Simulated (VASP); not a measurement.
A run of VASP 6.6.1:

Contents of INCAR:

```
SYSTEM = H
ALGO     = Normal         ! electronic algorithm
EDIFF    = 1E-7           ! SCF threshold, eV
ENCUT    = 520            ! plane-wave cutoff, eV
GGA      = PE             ! functional
ISIF     = 2              ! what is computed and relaxed
ISMEAR   = -1             ! smearing method
IVDW     = 13             ! dispersion correction
LASPH    = .True.         ! aspherical terms in the spheres
LCHARG   = .False.        ! write CHGCAR
LREAL    = .False.        ! projectors in reciprocal space
LWAVE    = .False.        ! write WAVECAR
NBANDS   = 8              ! bands
NELM     = 80             ! most SCF steps
PREC     = Accurate       ! precision mode
SIGMA    = 0.05           ! smearing width, eV
```

The input KPOINTS:

```
k-points
0
Gamma
  11 11 11
  0 0 0
```

POSCAR

```
H
1.0
   -1.7230855332      1.7230855332      2.1343721934
    1.7230855332     -1.7230855332      2.1343721934
    1.7230855332      1.7230855332     -2.1343721934
H
2
Direct
    0.0879042163      0.0879042163      0.0000000000
    0.9120957837      0.9120957837      0.0000000000
```

Potentials or basis: VASP PAW PBE potentials, release 64 (H).

Command:

```console
$ cat potpaw_PBE.64/H/POTCAR > POTCAR
$ mpirun -np 1 vasp_std > vasp.out
```

Hardware: 1 thread of Intel Xeon 6975P-C, on a shared host.

Q: How long does it take, and how much memory?

A: Run time: 32 s on 1 thread of Intel Xeon 6975P-C, with other jobs on the host, peak memory 0.14 GiB. Counts: scf iterations 14, k points 126.
